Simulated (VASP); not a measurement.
# Mg3Te (I4/mmm) in VASP: a series of runs

Runs on Mg3Te. Level: LDA. Tasks: single point.

All numbers are computed with VASP 6.6.1; they aren't measurements. Logs are shortened: lines on timing, memory, paths and dates and some standing lists are left out, and cuts for length are marked.

**1. The cell of the first run**

The structure is tetragonal, space group I4/mmm (No. 139). The conventional cell has a = 4.191 Å, b = 4.191 Å, c = 10.349 Å, α = 90.00°, β = 90.00°, γ = 90.00°. Within 3.9 Å of Te (site symmetry 4/mmm) lie 12 Mg at 2.96 to 3.33 Å. Within 3.9 Å of Mg (site symmetry -4m2) lie 8 Mg at 2.96 to 3.33 Å and 4 Te at 3.33 Å. Mg (site symmetry 4/mmm) has 4 Te at 2.96 Å and 8 Mg at 3.33 Å within 3.9 Å.

**2. Single point, LDA (22.73 Å³/atom)**

Input file INCAR:

```
  PREC = Accurate
  ENCUT = 520
  EDIFF = 1E-6
  ISMEAR = -1
  SIGMA = 0.05
  LREAL = F
  LASPH = T
  NELM = 60
  ALGO = Fast
  ISIF = 2
  LWAVE = F
  LCHARG = T
  LELF = T
  LVHAR = T
  NBANDS = 14
```

Input file KPOINTS:

```
Automatic mesh
0
Gamma
  9 9 9
```

Input file POSCAR:

```
Mg3Te
1.0
   -2.0956873375      2.0956873375      5.1746518643
    2.0956873375     -2.0956873375      5.1746518643
    2.0956873375      2.0956873375     -5.1746518643
Te Mg
1 3
Direct
    0.0000000000      0.0000000000      0.0000000000
    0.2500000000      0.7500000000      0.5000000000
    0.7500000000      0.2500000000      0.5000000000
    0.5000000000      0.5000000000      0.0000000000
```

Potentials or basis: VASP PAW LDA potentials, release 64 (Te, Mg).

Command:

```
$ cat potpaw_LDA.64/Te/POTCAR potpaw_LDA.64/Mg/POTCAR > POTCAR
$ mpirun -np 1 vasp_std > vasp.out
```

OUTCAR:

```text
PREC = Accurate
   ENCUT = 520
   EDIFF = 1E-6
   ISMEAR = -1
   LREAL = F
   LASPH = T
   NELM = 60
   ISIF = 2

 ion  position               nearest neighbor table
   1  0.000  0.000  0.000-   4 2.96   4 2.96   4 2.96   4 2.96   3 3.33   2 3.33   3 3.33   2 3.33
                             3 3.33   3 3.33   2 3.33   2 3.33
   2  0.250  0.750  0.500-   3 2.96   3 2.96   3 2.96   3 2.96   4 3.33   1 3.33   4 3.33   4 3.33
                             1 3.33   1 3.33   4 3.33   1 3.33
   3  0.750  0.250  0.500-   2 2.96   2 2.96   2 2.96   2 2.96   4 3.33   1 3.33   4 3.33   1 3.33
                             4 3.33   4 3.33   1 3.33   1 3.33
   4  0.500  0.500  0.000-   1 2.96   1 2.96   1 2.96   1 2.96   3 3.33   2 3.33   3 3.33   3 3.33
                             2 3.33   2 3.33   3 3.33   2 3.33

  LATTYP: Found a body centered tetragonal cell.
 ALAT       =     4.1913746750
 C/A-ratio  =     2.4691907861

  Lattice vectors:

 A1 = (  -2.0956873375,   2.0956873375,   5.1746518643)
 A2 = (   2.0956873375,  -2.0956873375,   5.1746518643)
 A3 = (   2.0956873375,   2.0956873375,  -5.1746518643)

Analysis of symmetry for initial positions (statically):
=====================================================================
 Subroutine PRICEL returns:
 Original cell was already a primitive cell.

 Routine SETGRP: Setting up the symmetry group for a
 body centered tetragonal supercell.

 Subroutine GETGRP returns: Found 16 space group operations
 (whereof 16 operations were pure point group operations)
 out of a pool of 16 trial point group operations.

The static configuration has the point symmetry D_4h.

Analysis of symmetry for dynamics (positions and initial velocities):
=====================================================================
 Subroutine PRICEL returns:
 Original cell was already a primitive cell.

 Routine SETGRP: Setting up the symmetry group for a
 body centered tetragonal supercell.

 Subroutine GETGRP returns: Found 16 space group operations
 (whereof 16 operations were pure point group operations)
 out of a pool of 16 trial point group operations.

The dynamic configuration has the point symmetry D_4h.

 Subroutine INISYM returns: Found 16 space group operations
 (whereof 16 operations are pure point group operations),
 and found     1 'primitive' translations

----------------------------------------------------------------------------------------

                                     Primitive cell

  volume of cell :      90.9063

  direct lattice vectors                    reciprocal lattice vectors
    -2.095687337  2.095687337  5.174651864     0.000000000  0.238585208  0.096624858
     2.095687337 -2.095687337  5.174651864     0.238585208  0.000000000  0.096624858
     2.095687337  2.095687337 -5.174651864     0.238585208  0.238585208  0.000000000

  length of vectors
     5.963290430  5.963290430  5.963290430     0.257408750  0.257408750  0.337410437

  position of ions in fractional coordinates (direct lattice)
     0.000000000  0.000000000  0.000000000
     0.250000000  0.750000000  0.500000000
     0.750000000  0.250000000  0.500000000
     0.500000000  0.500000000  0.000000000

  ion indices of the primitive-cell ions
   primitive index   ion index
                 1           1
                 2           2
                 3           3
                 4           4

----------------------------------------------------------------------------------------

 KPOINTS: Automatic mesh

Automatic generation of k-mesh.
 Grid dimensions read from file:
 generate k-points for:    9    9    9

 Generating k-lattice:

  Cartesian coordinates                     Fractional coordinates (reciprocal lattice)
     0.000000000  0.026509468  0.010736095     0.111111111  0.000000000  0.000000000
     0.026509468  0.000000000  0.010736095     0.000000000  0.111111111  0.000000000
     0.026509468  0.026509468  0.000000000     0.000000000  0.000000000  0.111111111

  Length of vectors
     0.028600972  0.028600972  0.037490049

  Shift w.r.t. Gamma in fractional coordinates (k-lattice)
     0.000000000  0.000000000  0.000000000

 Subroutine IBZKPT returns following result:
 ===========================================

 Found     75 irreducible k-points:

 Following reciprocal coordinates:
            Coordinates               Weight
  0.000000  0.000000  0.000000      1.000000
  0.111111  0.000000  0.000000      8.000000
  0.222222 -0.000000  0.000000      8.000000
  0.333333  0.000000 -0.000000      8.000000
  0.444444 -0.000000  0.000000      8.000000
  0.111111  0.111111  0.000000      8.000000
[... 16 lines left out ...]
 -0.333333  0.333333  0.000000      4.000000
  0.444444  0.444444  0.000000      8.000000
 [... further k-points ...]
   k-points           NKPTS =     75   k-points in BZ     NKDIM =     75   number of bands    NBANDS=     14
   number of dos      NEDOS =    301   number of ions     NIONS =      4
   total plane-waves  NPLWV = 110592
   dimension x,y,z NGX =    48 NGY =   48 NGZ =   48
   dimension x,y,z NGXF=    96 NGYF=   96 NGZF=   96
   ions per type =               1   3
   NGX,Y,Z   is equivalent  to a cutoff of  13.38, 13.38, 13.38 a.u.
   NGXF,Y,Z  is equivalent  to a cutoff of  26.76, 26.76, 26.76 a.u.
 SYSTEM =  unknown system
   PREC   = accura    normal or accurate (medium, high low for compatibility)
   ISTART =      0    job   : 0-new  1-cont  2-samecut
   ICHARG =      2    charge: 1-file 2-atom 10-const
   ISPIN  =      1    spin polarized calculation?
   LNONCOLLINEAR =      F non collinear calculations
   LSORBIT =      F    spin-orbit coupling
   LASPH  =      T    aspherical Exc in radial PAW
   ENCUT  =  520.0 eV  38.22 Ry    6.18 a.u.  11.09 11.09 11.09*2*pi/ulx,y,z
   NELM   =     60;   NELMIN=  2; NELMDL= -5     # of ELM steps
   EDIFF  = 0.1E-05   stopping-criterion for ELM
   LREAL  =      F    real-space projection
   EDIFFG = 0.1E-04   stopping-criterion for IOM
   NSW    =      0    number of steps for IOM
   IBRION =     -1    ionic relax: 0-MD 1-quasi-New 2-CG
   NFREE  =      0    steps in history (QN), initial steepest desc. (CG)
   ISIF   =      2    stress and relaxation
   ISYM   =      2    0-nonsym 1-usesym 2-fastsym
   POTIM  = 0.5000    time-step for ionic-motion
   TEBEG  =    0.0;   TEEND  =   0.0 temperature during run
   PSTRESS=    0.0 pullay stress
   NELECT =      12.0000    total number of electrons
   NUPDOWN=      -1.0000    fix difference up-down
   EMIN   =  10.00;   EMAX   =-10.00  energy-range for DOS
   EFERMI =   0.00;   METHOD = LEGACY
   ISMEAR =    -1;   SIGMA  =   0.05  broadening in eV -4-tet -1-fermi 0-gaus
   EFERMI_NEDOS =   21; number of points for ismear=-14 and -15
   IALGO  =     68    algorithm
   IMIX   =      4    mixing-type and parameters
     AMIX     =   0.40;   BMIX     =  1.00
     AMIX_MAG =   1.60;   BMIX_MAG =  1.00
  volume/ion in A,a.u.               =      22.73       153.37
  Fermi-wavevector in a.u.,A,eV,Ry     =   0.833561  1.575201  9.453646  0.694823
  Thomas-Fermi vector in A             =   1.946805
   LORBIT       =      0    0 simple, 1 ext, 2 COOP (PROOUT), +10 PAW based schemes
   GGA     = CA    functional components
   LHFCALC =     F    Hartree Fock is set to
   AEXX    =    0.0000 exact exchange contribution
   IVDW    =     0    specifies the selected vdW correction
   LEPSILON=     F    determine dielectric tensor
   LRPA    =     F    only Hartree local field effects (RPA)
 non-spin polarized calculation
 RMM-DIIS sequential band-by-band and
  energy-cutoff  :      520.00
  volume of cell :       90.91
 maximum number of plane-waves:      2470
 NGX is ok and might be reduce to    48
   NGX = 23   NGY = 23   NGZ = 23

 number of electron      12.0000000 magnetization

 Free energy of the ion-electron system (eV)
  ---------------------------------------------------
  ext. energy  EPLUGINS =         0.00000000
  ---------------------------------------------------
  free energy    TOTEN  =       -10.02308522 eV

  energy without entropy =      -10.00449306  energy(sigma->0) =      -10.01378914

 E-fermi :   4.9114     XC(G=0):  -9.3446

 val. band max:        4.8734382062   @ k =   0.2222   0.1111   0.1111
 cond. band min:       4.9171185943   @ k =  -0.1111  -0.2222   0.1111
 fundamental gap:      0.0436803880
 Fermi energy:         4.9114227871

 k-point     1 :       0.0000    0.0000    0.0000
  band No.  band energies     occupation
      1      -7.6692      2.00000
      2       0.4776      2.00000
      3       0.5174      2.00000
      4       2.1673      2.00000
      5       2.1673      2.00000
      6       5.2142      0.00468
      7       6.1252      0.00000
      8       6.4746      0.00000
      9       6.4746      0.00000
     10       6.5778      0.00000
     11       8.5736      0.00000
     12      11.5725      0.00000
     13      11.5725      0.00000
     14      11.6479      0.00000

 k-point     2 :       0.1111    0.0000    0.0000
  band No.  band energies     occupation
      1      -7.6106      2.00000
      2       0.0542      2.00000
      3       0.8393      2.00000
      4       1.9125      2.00000
      5       2.2137      2.00000
      6       5.0111      0.23989
      7       5.5980      0.00000
      8       6.6006      0.00000
      9       7.0264      0.00000
     10       7.1753      0.00000
     11       9.3615      0.00000
     12      10.1313      0.00000
     13      10.9258      0.00000
     14      12.3921      0.00000
[... 343 lines left out ...]
      1      -6.9251      2.00000
      2      -0.5781      2.00000
      3       0.2380      2.00000
      4       1.1130      2.00000
      5       2.9535      2.00000
      6       3.7325      2.00000
      7       3.8760      2.00000
      8       4.6373      1.99172
      9       8.4687      0.00000
     10       8.7432      0.00000
     11      10.7267      0.00000
     12      10.9000      0.00000
     13      11.4770      0.00000
     14      12.9343      0.00000

 k-point    24 :       0.4444    0.4444    0.0000
  band No.  band energies     occupation
      1      -6.6813      2.00000
      2      -0.4831      2.00000
      3      -0.2168      2.00000
      4       0.9044      2.00000
      5       2.4197      2.00000
      6       3.4951      2.00000
      7       4.7587      1.90998
      8       5.6476      0.00000
      9       6.3060      0.00000
     10       6.8834      0.00000
     11      10.2590      0.00000
     12      11.1960      0.00000
     13      12.8267      0.00000
     14      13.3559      0.00000

 [... further k-points ...]

------------------------ aborting loop because EDIFF is reached ----------------------------------------

  FORCE on cell =-STRESS in cart. coord.  units (eV):
  Direction    XX          YY          ZZ          XY          YZ          ZX
  --------------------------------------------------------------------------------------
  -------------------------------------------------------------------------------------
  Total       -0.0707290     -0.0707290     -0.3675400      0.0000000      0.0000000     -0.0000000
  in kB       -1.2465628     -1.2465628     -6.4777043      0.0000000      0.0000000     -0.0000000
  external PRESSURE =      -2.9902766 kB  Pullay stress =       0.0000000 kB

 VOLUME and BASIS-vectors are now :
 -----------------------------------------------------------------------------
  energy-cutoff  :      520.00
  volume of cell :       90.91
      direct lattice vectors                 reciprocal lattice vectors
    -2.095687337  2.095687337  5.174651864     0.000000000  0.238585208  0.096624858
     2.095687337 -2.095687337  5.174651864     0.238585208  0.000000000  0.096624858
     2.095687337  2.095687337 -5.174651864     0.238585208  0.238585208  0.000000000

 POSITION                                       TOTAL-FORCE (eV/Angst)
 -----------------------------------------------------------------------------------
      0.00000      0.00000      0.00000         0.000000     -0.000000     -0.000000
      2.09569     -0.00000      2.58733        -0.000000     -0.000000     -0.000000
     -0.00000      2.09569      2.58733        -0.000000      0.000000      0.000000
      0.00000      0.00000      5.17465         0.000000     -0.000000     -0.000000
 -----------------------------------------------------------------------------------
    total drift:                                0.000000     -0.000000     -0.000000

  FREE ENERGIE OF THE ION-ELECTRON SYSTEM (eV)
  ---------------------------------------------------
  free  energy   TOTEN  =       -10.0230852221 eV

  energy  without entropy=      -10.0044930589  energy(sigma->0) =      -10.01378914
```

Wall time 84 s (1 thread of AMD EPYC 9R45 (Zen 5), shared host); peak memory 0.28 GiB.

Results:

```yaml
Free_energy: -10.0231 eV
Pressure: -0.3 GPa
Band_gap_on_the_k_mesh: zero (bands 6 and 7 overlap by 1.48 eV)
```

Stress tensor (GPa, compression positive):
```
-0.12  0.00  0.00
 0.00 -0.12  0.00
 0.00  0.00 -0.65
```

Caveat: spin-orbit coupling is left out, which moves the levels of the heavy elements.

**3. Single point, LDA (23.21 Å³/atom)**

This run uses another cell than the first one, of 23.21 Å³/atom.

Input file INCAR:

```
SYSTEM = Mg3Te
  PREC = Accurate
  ENCUT = 520
  EDIFF = 1E-6
  ISMEAR = -1
  SIGMA = 0.05
  LREAL = .FALSE.
  LASPH = .TRUE.
  NELM = 60
  ALGO = Fast
  ISIF = 2
  LWAVE = .FALSE.
  LCHARG = .FALSE.
  GGA = CA
  NBANDS = 14
```

Input file KPOINTS:

```
regular mesh
0
G
  9 9 9
  0 0 0
```

Input file POSCAR:

```
Mg3Te
1.0
   -2.1104461853      2.1104461853      5.2110942752
    2.1104461853     -2.1104461853      5.2110942752
    2.1104461853      2.1104461853     -5.2110942752
Te Mg
1 3
Direct
    0.0000000000      0.0000000000      0.0000000000
    0.2500000000      0.7500000000      0.5000000000
    0.7500000000      0.2500000000      0.5000000000
    0.5000000000      0.5000000000      0.0000000000
```

Potentials or basis: VASP PAW LDA potentials, release 64 (Te, Mg).

Command:

```
$ cat potpaw_LDA.64/Te/POTCAR potpaw_LDA.64/Mg/POTCAR > POTCAR
$ mpirun -np 1 vasp_std > vasp.out
```

Wall time 73 s (1 thread of AMD EPYC 9R45 (Zen 5), shared host); peak memory 0.28 GiB.

It converged, with:

| Item | Value |
| --- | --- |
| Free energy | -10.0144 eV |
| Pressure | -1.1 GPa |
| Band gap on the k mesh | zero (bands 6 and 7 overlap by 1.42 eV) |

Stress tensor (GPa, compression positive):
```
-1.06  0.00  0.00
 0.00 -1.06  0.00
 0.00  0.00 -1.30
```

Levels at points of the mesh, in eV from the Fermi level:
```tsv
k point	band 4	band 5	band 6	band 7	band 8	band 9
(0.00, 0.00, 0.00)	-2.70	-2.70	0.27	1.23	1.56	1.56
```

Caveat: spin-orbit coupling is left out, which moves the levels of the heavy elements.

[end of part 1 of 2]

The gap in the log of VASP goes by the Fermi energy; the results here count the filled bands.